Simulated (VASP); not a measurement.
Wanted: the native input for a VASP 6.6.1 run.

```yaml
Task: relaxation of cell and atoms
Functional: PBE
Potentials_or_basis: VASP PAW PBE potentials, release 64 (Sn_d)
Cutoff: 600 eV
k_mesh: 12 × 12 × 12
Occupations: fermi-dirac, width 0.08 eV
Spin: no spin polarisation
Target_pressure: 87 GPa
Dipole_correction: no
Further_INCAR_settings: ALGO = Normal; EDIFF = 1e-06; IBRION = 2; EDIFFG = -0.005; NSW = 32; ISIF = 3
```

The structure of Sn lies in POSCAR:

```
Sn
1.0
    0.0000000000      2.7314506255      2.7314506255
    2.7314506255      0.0000000000      2.7314506255
    2.7314506255      2.7314506255      0.0000000000
Sn
2
Direct
   -0.1250000000     -0.1250000000     -0.1250000000
    0.1250000000      0.1250000000      0.1250000000
```

The input as run:

INCAR

```
SYSTEM = Sn
PREC = Accurate ; ENCUT = 600
EDIFF = 1E-6 ; ISMEAR = -1
SIGMA = 0.08 ; LREAL = .FALSE.
LASPH = .TRUE. ; NELM = 80
ALGO = Normal ; ISIF = 3
LWAVE = .FALSE. ; LCHARG = .FALSE.
GGA = PE ; IBRION = 2
NSW = 32 ; EDIFFG = -0.005
PSTRESS = 870.0
```

KPOINTS

```
Automatic mesh
0
G
  12 12 12
  0 0 0
```

Potentials or basis: VASP PAW PBE potentials, release 64 (Sn_d).

The run is started by

```sh
$ cat potpaw_PBE.64/Sn_d/POTCAR > POTCAR
$ mpirun -np 1 vasp_std > vasp.out
```

Results of the run:

```yaml
Relaxed_volume: 20.39 Å³/atom
Relaxed_cell: a = 3.864 Å, b = 3.864 Å, c = 3.864 Å, α = 60.00°, β = 60.00°, γ = 60.00°
Space_group_after_relaxing_to_0.05_Å: Fd-3m (No. 227)
Energy_change_on_relaxing_the_enthalpy_is_what_falls: -6.0 meV/atom
Ionic_steps: 5
Pressure_after_relaxing: 87.0 GPa
Band_gap_on_the_k_mesh: zero (band 14 reaches 13.29 eV, above the bottom of band 15 at 12.70 eV)
```

Caveat: the cell is relaxed towards a set pressure, so the enthalpy falls and the energy may rise; spin-orbit coupling is left out, which moves the levels of the heavy elements.

It took 93 s on 1 thread of Intel Xeon 6975P-C, on a shared host, peak memory 0.21 GiB.
